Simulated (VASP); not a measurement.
Input of a VASP 6.6.1 run:

The input INCAR:

```
SYSTEM = InAsS4
PREC = Accurate
ENCUT = 520
EDIFF = 1E-6
ISMEAR = 0
SIGMA = 0.1
LREAL = .FALSE.
LASPH = .TRUE.
NELM = 80
ALGO = Normal
ISIF = 2
LWAVE = .FALSE.
LCHARG = .FALSE.
GGA = PE
NBANDS = 30
```

KPOINTS

```
regular mesh
0
G
  4 4 4
  0 0 0
```

The input POSCAR:

```
InAsS4
1.0
    3.7275992594      0.0000000000      0.0000000000
    0.0000000000      3.7275992594      0.0000000000
    0.0000000000      0.0000000000     10.0890628797
In As S
1 1 4
Direct
    0.0000000000      0.0000000000      0.0000000000
    0.5000000000      0.5000000000      0.5000000000
    0.0000000000      0.0000000000      0.6037602195
    0.5000000000      0.5000000000      0.1089851251
    0.5000000000      0.5000000000      0.8910148749
    0.0000000000      0.0000000000      0.3962397805
```

Potentials or basis: VASP PAW PBE potentials, release 64 (In_d, As, S).

Run with:

```sh
$ cat potpaw_PBE.64/In_d/POTCAR potpaw_PBE.64/As/POTCAR potpaw_PBE.64/S/POTCAR > POTCAR
$ mpirun -np 1 vasp_std > vasp.out
```

Q: Predict the band gap on the k mesh.

A: Zero (band 21 reaches 4.41 eV, above the bottom of band 22 at 3.42 eV).

Q: Predict the pressure.

A: -0.3 GPa.

Forces on the atoms (eV/Å):
```
In   0.000  0.000  0.000
As   0.000  0.000  0.000
S    0.000  0.000 -0.130
S    0.000  0.000 -0.112
S    0.000  0.000  0.112
S    0.000  0.000  0.130
```

Caveat: the k points lie up to 0.42 Å⁻¹ apart; spin-orbit coupling is left out, which moves the levels of the heavy elements.
